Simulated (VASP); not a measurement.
Write the native input for VASP 6.6.1 that does the following.

```yaml
Task: single point
Functional: PBE
Potentials_or_basis: VASP PAW PBE potentials, release 64 (Sc_sv, Zn, C, N)
Cutoff: 520 eV
k_mesh: 4 × 4 × 4
Occupations: gaussian, width 0.1 eV
Spin: collinear spin, ferromagnetic start
Starting_moments: "[0.0, 0.0, 1.0, 1.0, 1.0, 1.0, 1.0, 1.0, 1.0, 1.0] μB"
Dipole_correction: no
Further_INCAR_settings: ALGO = Normal; EDIFF = 1e-06; NBANDS = 44
```

The structure of ScZnC4N4 lies in POSCAR:

```
ScZnC4N4
1.0
    6.0125257000      0.0000000000      0.0000000000
    0.0000000000      6.0125257000      0.0000000000
    0.0000000000      0.0000000000      6.0125257000
Sc Zn C N
1 1 4 4
Direct
    0.5000000000      0.5000000000      0.5000000000
    0.0000000000      0.0000000000      0.0000000000
    0.1840791200      0.1840791200      0.1840791200
    0.1840791200      0.8159208800      0.8159208800
    0.8159208800      0.1840791200      0.8159208800
    0.8159208800      0.8159208800      0.1840791200
    0.2964278900      0.2964278900      0.2964278900
    0.2964278900      0.7035721100      0.7035721100
    0.7035721100      0.2964278900      0.7035721100
    0.7035721100      0.7035721100      0.2964278900
```

These files were run (other wordings do the same):

INCAR

```
SYSTEM = ScZnC4N4
ALGO = Normal ; EDIFF = 1E-6
ENCUT = 520 ; GGA = PE
ISIF = 2 ; ISMEAR = 0
ISPIN = 2 ; LASPH = .TRUE.
LCHARG = .TRUE. ; LELF = .TRUE.
LMAXMIX = 4 ; LORBIT = 11
LREAL = .FALSE. ; LVHAR = .TRUE.
LWAVE = .FALSE. ; MAGMOM = 0 0 1 1 1 1 1 1 1 1
NBANDS = 44 ; NELM = 150
PREC = Accurate ; SIGMA = 0.1
```

KPOINTS

```
k-points
0
G
  4 4 4
  0 0 0
```

Potentials or basis: VASP PAW PBE potentials, release 64 (Sc_sv, Zn, C, N).

Command:

```bash
$ cat potpaw_PBE.64/Sc_sv/POTCAR potpaw_PBE.64/Zn/POTCAR potpaw_PBE.64/C/POTCAR potpaw_PBE.64/N/POTCAR > POTCAR
$ mpirun -np 1 vasp_std > vasp.out
```

It gave:

| Quantity | Value |
| --- | --- |
| Pressure | 3.4 GPa |
| Largest force | 0.513 eV/Å |
| Band gap on the k mesh | zero (filled and empty bands overlap) |
| Net moment | 1.00 μB per cell |
| Site moments | Sc +0.51; Zn +0.01; C +0.05; N -0.01 μB |
| Valence electrons inside the program's atomic spheres | Sc 9.50; Zn 11.22; C 2.59; N 3.92 |

Caveat: the cell stands under pressure.

Run time: 7.2 min on 1 thread of Intel(R) Xeon(R) Platinum 8488C (Sapphire Rapids), with other jobs on the host, peak memory 0.49 GiB.
